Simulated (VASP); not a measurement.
The system is Ca.

```
CELL_PARAMETERS angstrom
-2.24000 2.24000 2.24000
2.24000 -2.24000 2.24000
2.24000 2.24000 -2.24000
ATOMIC_POSITIONS crystal
Ca 0.00000 0.00000 0.00000
```

```yaml
Program: VASP 6.6.1
Task: relaxation of cell and atoms
Functional: BLYP
Potentials_or_basis: VASP PAW PBE potentials, release 64 (Ca_sv)
Cutoff: 600 eV
k_mesh: 8 × 8 × 8
Occupations: fermi-dirac, width 0.05 eV
Spin: no spin polarisation
```

At the start: pressure -0.8 GPa; volume 44.96 Å³/atom.

**Question.** Where does the relaxation end?

**Answer.** Over 4 steps the energy falls by 7.0 meV/atom and the volume is 42.31 Å³/atom (-5.9 %); space group Im-3m (No. 229, to 0.05 Å).

The path:
```csv
step,energy change (eV),largest force (eV/Å),pressure (GPa),volume (Å³)
1,0.0000,0.0000,-0.84,44.96
2,-0.0057,0.0000,-0.38,43.45
3,-0.0069,0.0000,0.09,42.04
4,-0.0070,0.0000,0.00,42.31
```

Final structure:
```cif
data_structure
_symmetry_space_group_name_H-M 'P 1'
_symmetry_Int_Tables_number 1
_cell_length_a 3.8020
_cell_length_b 3.8020
_cell_length_c 3.8020
_cell_angle_alpha 109.471
_cell_angle_beta 109.471
_cell_angle_gamma 109.471
_cell_volume 42.31
loop_
_atom_site_label
_atom_site_type_symbol
_atom_site_fract_x
_atom_site_fract_y
_atom_site_fract_z
_atom_site_occupancy
Ca1 Ca 0.00000 0.00000 0.00000 1
```

Caveat: the PAW data sets were made with another functional, which shifts forces and pressure a little.
